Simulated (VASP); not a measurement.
# CuAu (P4/mmm) in VASP: notebook

Runs on CuAu. Level: PBE. Tasks: single point, relaxation of shape and atoms at fixed volume.

Everything below comes from runs of VASP 6.6.1. Logs are shortened: lines on timing, memory, paths and dates and some standing lists are left out, and cuts for length are marked.

**1. The cell of the first run**

The structure is tetragonal, space group P4/mmm (No. 123). The conventional cell has a = 2.949 Å, b = 2.949 Å, c = 3.658 Å, α = 90.00°, β = 90.00°, γ = 90.00°. Within 3.7 Å of Cu (site symmetry 4/mmm) lie 8 Au at 2.77 Å and 6 Cu at 2.95 to 3.66 Å. Au (site symmetry 4/mmm) has 8 Cu at 2.77 Å and 6 Au at 2.95 to 3.66 Å within 3.7 Å.

**2. Single point, PBE (15.90 Å³/atom)**

The input, INCAR:

```
SYSTEM = CuAu
ALGO = Normal
EDIFF = 1E-6
ENCUT = 520
GGA = PE
ISIF = 2
ISMEAR = 0
LASPH = .TRUE.
LCHARG = .FALSE.
LREAL = .FALSE.
LWAVE = .FALSE.
NBANDS = 18
NELM = 100
PREC = Accurate
SIGMA = 0.1
```

The input, KPOINTS:

```
k-points
0
G
  14 14 12
  0 0 0
```

The input, POSCAR:

```
CuAu
1.0
    2.9487535697      0.0000000000      0.0000000000
    0.0000000000      2.9487535697      0.0000000000
    0.0000000000      0.0000000000      3.6579656389
Cu Au
1 1
Direct
    0.5000000000      0.5000000000      0.5000000000
    0.0000000000      0.0000000000      0.0000000000
```

Potentials or basis: VASP PAW PBE potentials, release 64 (Cu, Au).

The run is started by

```bash
cat potpaw_PBE.64/Cu/POTCAR potpaw_PBE.64/Au/POTCAR > POTCAR
mpirun -np 1 vasp_std > vasp.out
```

OUTCAR:

```text
SYSTEM = CuAu
   EDIFF = 1E-6
   ENCUT = 520
   GGA = PE
   ISIF = 2
   ISMEAR = 0
   LASPH = .TRUE.
   LREAL = .FALSE.
   NELM = 100
   PREC = Accurate

 ion  position               nearest neighbor table
   1  0.500  0.500  0.500-   2 2.77   2 2.77   2 2.77   2 2.77   2 2.77   2 2.77   2 2.77   2 2.77

   2  0.000  0.000  0.000-   1 2.77   1 2.77   1 2.77   1 2.77   1 2.77   1 2.77   1 2.77   1 2.77

  LATTYP: Found a simple tetragonal cell.
 ALAT       =     2.9487535697
 C/A-ratio  =     1.2405124920

  Lattice vectors:

 A1 = (   2.9487535697,   0.0000000000,   0.0000000000)
 A2 = (   0.0000000000,   2.9487535697,   0.0000000000)
 A3 = (   0.0000000000,   0.0000000000,   3.6579656389)

Analysis of symmetry for initial positions (statically):
=====================================================================
 Subroutine PRICEL returns:
 Original cell was already a primitive cell.

 Routine SETGRP: Setting up the symmetry group for a
 simple tetragonal supercell.

 Subroutine GETGRP returns: Found 16 space group operations
 (whereof 16 operations were pure point group operations)
 out of a pool of 16 trial point group operations.

The static configuration has the point symmetry D_4h.

Analysis of symmetry for dynamics (positions and initial velocities):
=====================================================================
 Subroutine PRICEL returns:
 Original cell was already a primitive cell.

 Routine SETGRP: Setting up the symmetry group for a
 simple tetragonal supercell.

 Subroutine GETGRP returns: Found 16 space group operations
 (whereof 16 operations were pure point group operations)
 out of a pool of 16 trial point group operations.

The dynamic configuration has the point symmetry D_4h.

 Subroutine INISYM returns: Found 16 space group operations
 (whereof 16 operations are pure point group operations),
 and found     1 'primitive' translations

----------------------------------------------------------------------------------------

                                     Primitive cell

  volume of cell :      31.8066

  direct lattice vectors                    reciprocal lattice vectors
     2.948753570  0.000000000  0.000000000     0.339126338  0.000000000  0.000000000
     0.000000000  2.948753570  0.000000000     0.000000000  0.339126338  0.000000000
     0.000000000  0.000000000  3.657965639     0.000000000  0.000000000  0.273375996

  length of vectors
[... 81 lines left out ...]
   NELM   =    100;   NELMIN=  2; NELMDL= -5     # of ELM steps
   EDIFF  = 0.1E-05   stopping-criterion for ELM
   LREAL  =      F    real-space projection
   EDIFFG = 0.1E-04   stopping-criterion for IOM
   NSW    =      0    number of steps for IOM
   IBRION =     -1    ionic relax: 0-MD 1-quasi-New 2-CG
   NFREE  =      0    steps in history (QN), initial steepest desc. (CG)
   ISIF   =      2    stress and relaxation
   ISYM   =      2    0-nonsym 1-usesym 2-fastsym
   POTIM  = 0.5000    time-step for ionic-motion
   TEBEG  =    0.0;   TEEND  =   0.0 temperature during run
   PSTRESS=    0.0 pullay stress
   NELECT =      22.0000    total number of electrons
   NUPDOWN=      -1.0000    fix difference up-down
   EMIN   =  10.00;   EMAX   =-10.00  energy-range for DOS
   EFERMI =   0.00;   METHOD = LEGACY
   ISMEAR =     0;   SIGMA  =   0.10  broadening in eV -4-tet -1-fermi 0-gaus
   EFERMI_NEDOS =   21; number of points for ismear=-14 and -15
   IALGO  =     38    algorithm
   IMIX   =      4    mixing-type and parameters
     AMIX     =   0.40;   BMIX     =  1.00
     AMIX_MAG =   1.60;   BMIX_MAG =  1.00
  volume/ion in A,a.u.               =      15.90       107.32
  Fermi-wavevector in a.u.,A,eV,Ry     =   1.447805  2.735956 28.519723  2.096141
  Thomas-Fermi vector in A             =   2.565718
   LORBIT       =      0    0 simple, 1 ext, 2 COOP (PROOUT), +10 PAW based schemes
   GGA     = PE    functional components
   LHFCALC =     F    Hartree Fock is set to
   AEXX    =    0.0000 exact exchange contribution
   IVDW    =     0    specifies the selected vdW correction
   LEPSILON=     F    determine dielectric tensor
   LRPA    =     F    only Hartree local field effects (RPA)
 non-spin polarized calculation
 Gauss-broadening in eV      SIGMA  =   0.10
  energy-cutoff  :      520.00
  volume of cell :       31.81
 maximum number of plane-waves:       878
 NGX is ok and might be reduce to    24
   NGX = 11   NGY = 11   NGZ = 13

 number of electron      22.0000014 magnetization

 Free energy of the ion-electron system (eV)
  ---------------------------------------------------
  ext. energy  EPLUGINS =         0.00000000
  ---------------------------------------------------
  free energy    TOTEN  =        -7.02926181 eV

  energy without entropy =       -7.02714484  energy(sigma->0) =       -7.02820332

 E-fermi :   7.4747     XC(G=0): -12.1499

 val. band max:        7.4573130232   @ k =   0.4286   0.0000   0.4167
 cond. band min:       7.4871540458   @ k =   0.2143   0.0000   0.3333
 fundamental gap:      0.0298410226
 Fermi energy:         7.4747080086

 k-point     1 :       0.0000    0.0000    0.0000
  band No.  band energies     occupation
      1      -1.4732      2.00000
      2       1.6480      2.00000
      3       1.7590      2.00000
      4       3.6968      2.00000
      5       3.6968      2.00000
      6       4.4810      2.00000
[... 481 lines left out ...]
      5       3.2539      2.00000
      6       4.1392      2.00000
[... 10 lines left out ...]
     17      21.0484      0.00000
     18      21.4058      0.00000

 [... further k-points ...]

------------------------ aborting loop because EDIFF is reached ----------------------------------------

  FORCE on cell =-STRESS in cart. coord.  units (eV):
  Direction    XX          YY          ZZ          XY          YZ          ZX
  --------------------------------------------------------------------------------------
  -------------------------------------------------------------------------------------
  Total       -1.4044130     -1.4044130     -1.3829936      0.0000000      0.0000000     -0.0000000
  in kB      -70.7438762    -70.7438762    -69.6649270      0.0000000      0.0000000     -0.0000000
  external PRESSURE =     -70.3842265 kB  Pullay stress =       0.0000000 kB

 VOLUME and BASIS-vectors are now :
 -----------------------------------------------------------------------------
  energy-cutoff  :      520.00
  volume of cell :       31.81
      direct lattice vectors                 reciprocal lattice vectors
     2.948753570  0.000000000  0.000000000     0.339126338  0.000000000  0.000000000
     0.000000000  2.948753570  0.000000000     0.000000000  0.339126338  0.000000000
     0.000000000  0.000000000  3.657965639     0.000000000  0.000000000  0.273375996

 POSITION                                       TOTAL-FORCE (eV/Angst)
 -----------------------------------------------------------------------------------
      1.47438      1.47438      1.82898         0.000000      0.000000      0.000000
      0.00000      0.00000      0.00000         0.000000      0.000000      0.000000
 -----------------------------------------------------------------------------------
    total drift:                                0.000000      0.000000     -0.000000

  FREE ENERGIE OF THE ION-ELECTRON SYSTEM (eV)
  ---------------------------------------------------
  free  energy   TOTEN  =        -7.0292618057 eV

  energy  without entropy=       -7.0271448429  energy(sigma->0) =       -7.02820332
```

OSZICAR:

```text
N       E                     dE             d eps       ncg     rms          rms(c)
DAV:   1     0.132982659364E+03    0.13298E+03   -0.10900E+04  9550   0.168E+03
DAV:   2    -0.241121272731E+01   -0.13539E+03   -0.12638E+03  9184   0.296E+02
DAV:   3    -0.789055291742E+01   -0.54793E+01   -0.53436E+01 10702   0.695E+01
DAV:   4    -0.796892641493E+01   -0.78373E-01   -0.78297E-01 11210   0.696E+00
DAV:   5    -0.797097307769E+01   -0.20467E-02   -0.20466E-02 11434   0.117E+00    0.983E+00
DAV:   6    -0.761763216970E+01    0.35334E+00   -0.85097E+00  9702   0.771E+01    0.559E+00
DAV:   7    -0.705953222710E+01    0.55810E+00   -0.27012E+00 11292   0.802E+01    0.451E+00
DAV:   8    -0.703589455904E+01    0.23638E-01   -0.14972E-01 13426   0.711E+00    0.244E+00
DAV:   9    -0.702967883453E+01    0.62157E-02   -0.17794E-02 13670   0.344E+00    0.139E-01
DAV:  10    -0.702927913024E+01    0.39970E-03   -0.32820E-03 13664   0.111E+00    0.829E-02
DAV:  11    -0.702927804249E+01    0.10878E-05   -0.28004E-04 12212   0.507E-01    0.421E-02
DAV:  12    -0.702926218484E+01    0.15858E-04   -0.65315E-05 11378   0.245E-01    0.856E-03
DAV:  13    -0.702926180570E+01    0.37914E-06   -0.22435E-06  8130   0.146E-02
   1 F= -.70292618E+01 E0= -.70282033E+01  d E =-.211696E-02
```

stdout:

```text
POSCAR found type information on POSCAR CuAu
 POSCAR found :  2 types and       2 ions
 scaLAPACK will be used
 LDA part: xc-table for (Slater+PW92), standard interpolation
 POSCAR, INCAR and KPOINTS ok, starting setup
 FFT: planning ... GRIDC
 FFT: planning ... GRID_SOFT
 FFT: planning ... GRID
 WAVECAR not read
 entering main loop
```

It took 93 s on 1 thread of Intel Xeon 6975P-C (Granite Rapids), shared host; peak memory 0.26 GiB.

Results:

- Free energy: -7.0293 eV
- Pressure: -7.0 GPa
- Band gap on the k mesh: zero (bands 11 and 12 overlap by 6.65 eV)

Levels at points of the mesh, in eV from the Fermi level:
```csv
k point,band 8,band 9,band 10,band 11,band 12,band 13,band 14,band 15
"(0.00, 0.00, 0.00)",-1.93,-1.60,-1.42,-1.42,2.98,8.19,9.02,9.02
"(0.50, 0.00, 0.00)",-2.65,-2.22,-2.04,-0.95,-0.56,9.61,9.72,11.08
"(0.50, 0.50, 0.00)",-1.60,-1.30,-1.30,0.59,0.59,4.07,5.85,10.26
"(0.00, 0.00, 0.50)",-2.74,-2.17,-2.17,-2.02,-1.88,13.59,13.59,13.61
"(0.50, 0.00, 0.50)",-1.67,-1.46,-1.44,-0.67,-0.67,2.21,4.03,14.83
"(0.50, 0.50, 0.50)",-1.93,-1.85,-1.59,4.77,5.05,5.28,5.28,6.39
```

Caveat: the cell stands under tension; spin-orbit coupling is left out, which moves the levels of the heavy elements.

**3. Relaxation of shape and atoms at fixed volume, PBE (15.90 Å³/atom)**

The input, INCAR:

```
SYSTEM = CuAu
PREC = Accurate ; ENCUT = 600
EDIFF = 1E-6 ; ISMEAR = 0
SIGMA = 0.1 ; LREAL = .False.
LASPH = .True. ; NELM = 100
ALGO = Normal ; ISIF = 4
LWAVE = .False. ; LCHARG = .False.
GGA = PE ; IBRION = 2
NSW = 50 ; EDIFFG = -0.01
```

The input, KPOINTS:

```
regular mesh
0
Gamma
  14 14 12
  0 0 0
```

POSCAR is that of step 2.

Potentials or basis: VASP PAW PBE potentials, release 64 (Cu, Au).

The run is started by

```bash
cat potpaw_PBE.64/Cu/POTCAR potpaw_PBE.64/Au/POTCAR > POTCAR
mpirun -np 1 vasp_std > vasp.out
```

OUTCAR:

```text
SYSTEM = CuAu
   PREC = Accurate
   ENCUT = 600
   EDIFF = 1E-6
   ISMEAR = 0
   LREAL = .False.
   LASPH = .True.
   NELM = 100
   ISIF = 4
   GGA = PE
   IBRION = 2
   NSW = 50
   EDIFFG = -0.01

 ion  position               nearest neighbor table
   1  0.500  0.500  0.500-   2 2.77   2 2.77   2 2.77   2 2.77   2 2.77   2 2.77   2 2.77   2 2.77

[... 629 lines left out ...]
------------------------ aborting loop because EDIFF is reached ----------------------------------------

  FORCE on cell =-STRESS in cart. coord.  units (eV):
  Direction    XX          YY          ZZ          XY          YZ          ZX
  --------------------------------------------------------------------------------------
  -------------------------------------------------------------------------------------
  Total       -1.3774427     -1.3774427     -1.3556837      0.0000000      0.0000000      0.0000000
  in kB      -69.3853098    -69.3853098    -68.2892570      0.0000000      0.0000000      0.0000000
  external PRESSURE =     -69.0199588 kB  Pullay stress =       0.0000000 kB

 VOLUME and BASIS-vectors are now :
 -----------------------------------------------------------------------------
  energy-cutoff  :      600.00
  volume of cell :       31.81
      direct lattice vectors                 reciprocal lattice vectors
     2.948753570  0.000000000  0.000000000     0.339126338  0.000000000  0.000000000
     0.000000000  2.948753570  0.000000000     0.000000000  0.339126338  0.000000000
     0.000000000  0.000000000  3.657965639     0.000000000  0.000000000  0.273375996

 POSITION                                       TOTAL-FORCE (eV/Angst)
 -----------------------------------------------------------------------------------
      1.47438      1.47438      1.82898         0.000000      0.000000      0.000000
      0.00000      0.00000      0.00000         0.000000      0.000000      0.000000
 -----------------------------------------------------------------------------------
    total drift:                                0.000000      0.000000     -0.000000

  FREE ENERGIE OF THE ION-ELECTRON SYSTEM (eV)
  ---------------------------------------------------
  free  energy   TOTEN  =        -7.0290979567 eV

  energy  without entropy=       -7.0269810765  energy(sigma->0) =       -7.02803952

 reached required accuracy - stopping structural energy minimisation
```

OSZICAR:

```text
N       E                     dE             d eps       ncg     rms          rms(c)
DAV:   1     0.141062984360E+03    0.14106E+03   -0.12083E+04  7789   0.225E+03
DAV:   2    -0.201845822968E+01   -0.14308E+03   -0.13639E+03  7784   0.354E+02
DAV:   3    -0.790378978589E+01   -0.58853E+01   -0.57675E+01  9370   0.801E+01
DAV:   4    -0.796885009238E+01   -0.65060E-01   -0.65023E-01  8872   0.738E+00
DAV:   5    -0.797076603348E+01   -0.19159E-02   -0.19159E-02 11141   0.136E+00    0.983E+00
DAV:   6    -0.761584261376E+01    0.35492E+00   -0.10218E+01  7839   0.938E+01    0.560E+00
DAV:   7    -0.705313019551E+01    0.56271E+00   -0.32037E+00  9440   0.973E+01    0.445E+00
DAV:   8    -0.703651447396E+01    0.16616E-01   -0.19111E-01 10852   0.847E+00    0.244E+00
DAV:   9    -0.703029816535E+01    0.62163E-02   -0.37356E-02 11440   0.598E+00    0.261E-01
DAV:  10    -0.702916306268E+01    0.11351E-02   -0.99796E-03 11587   0.312E+00    0.107E-01
DAV:  11    -0.702911642001E+01    0.46643E-04   -0.90630E-04  9409   0.105E+00    0.370E-02
DAV:  12    -0.702909987552E+01    0.16544E-04   -0.87659E-05 10314   0.259E-01    0.162E-02
DAV:  13    -0.702909801187E+01    0.18636E-05   -0.54885E-06  8896   0.689E-02    0.239E-03
DAV:  14    -0.702909795666E+01    0.55219E-07   -0.85464E-07  4825   0.101E-02
   1 F= -.70290980E+01 E0= -.70280395E+01  d E =-.702910E+01
```

CONTCAR:

```text
CuAu
   1.00000000000000
     2.9487535697000000    0.0000000000000000    0.0000000000000000
     0.0000000000000000    2.9487535697000000    0.0000000000000000
     0.0000000000000000    0.0000000000000000    3.6579656388999999
  Cu              Au
     1     1
Direct
     0.5000000000000000    0.5000000000000000    0.5000000000000000
     0.0000000000000000    0.0000000000000000    0.0000000000000000

  0.00000000E+00  0.00000000E+00  0.00000000E+00
  0.00000000E+00  0.00000000E+00  0.00000000E+00
```

It took 96 s on 1 thread of Intel Xeon 6975P-C (Granite Rapids), shared host; peak memory 0.28 GiB.

What came out:

| Property | Result |
| --- | --- |
| Free energy | -7.0291 eV |
| Pressure after relaxing | -6.9 GPa |
| Band gap on the k mesh | zero (bands 11 and 12 overlap by 6.65 eV) |

Stress tensor (GPa, compression positive):
```
-6.94  0.00  0.00
 0.00 -6.94  0.00
 0.00  0.00 -6.83
```

Final structure:
```
Cu Au
1.0
     2.94875    0.00000    0.00000
     0.00000    2.94875    0.00000
     0.00000    0.00000    3.65797
Cu Au
1 1
Cartesian
  1.4744 1.4744 1.8290
  0.0000 0.0000 0.0000
```

Caveat: spin-orbit coupling is left out, which moves the levels of the heavy elements.

The gap in the log of VASP goes by the Fermi energy; the results here count the filled bands.